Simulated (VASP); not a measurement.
Wanted: the native input for a VASP 6.6.1 run.

| Property | Result |
| --- | --- |
| Task | electric field gradients |
| Functional | LDA |
| Potentials or basis | VASP PAW LDA potentials, release 64 (Zr_sv) |
| Cutoff | 520 eV |
| k mesh | 13 × 13 × 7 |
| Occupations | fermi-dirac, width 0.03 eV |
| Spin | no spin polarisation |
| Dipole correction | no |
| Further INCAR settings | ALGO = Normal; EDIFF = 1e-08; NBANDS = 19 |

The structure of Zr lies in POSCAR:

```
Zr
1.0
    3.2319982225      0.0000000000      0.0000000000
   -1.6159991112      2.7989925656      0.0000000000
    0.0000000000      0.0000000000      5.0955300000
Zr
2
Direct
    0.3333333333      0.6666666667      0.2500000000
    0.6666666667      0.3333333333      0.7500000000
```

This cell differs from its parent crystal: zz strain of -1 %.

One way to write it, as run:

INCAR

```
PREC     = Accurate       # precision mode
ENCUT    = 520            # plane-wave cutoff, eV
EDIFF    = 1E-8           # SCF threshold, eV
ISMEAR   = -1             # smearing method
SIGMA    = 0.03           # smearing width, eV
LREAL    = F              # projectors in reciprocal space
LASPH    = T              # aspherical terms in the spheres
NELM     = 60             # most SCF steps
ALGO     = Normal         # electronic algorithm
ISIF     = 2              # what is computed and relaxed
LWAVE    = F              # write WAVECAR
LCHARG   = F              # write CHGCAR
GGA      = CA             # functional
LEFG     = T            
NBANDS   = 19             # bands
```

KPOINTS

```
Automatic mesh
0
Gamma
  13 13 7
```

Potentials or basis: VASP PAW LDA potentials, release 64 (Zr_sv).

Command:

```console
$ cat potpaw_LDA.64/Zr_sv/POTCAR > POTCAR
$ mpirun -np 1 vasp_std > vasp.out
```

Results of the run:

```yaml
Pressure: -5.1 GPa
Band_gap_on_the_k_mesh: zero (bands 12 and 13 overlap by 1.17 eV)
Largest_electric_field_gradient_by_atom: Zr +48.6 V/Å²
```

Caveat: the cell differs from its parent crystal (zz strain of -1 %); the cell stands under tension; without QUAD_EFG the Cq values of the log hold for a quadrupole moment of 1 mb, not for the nuclei.

It took 63 s on 1 thread of Intel Xeon 8259CL (shared host), peak memory 0.18 GiB.
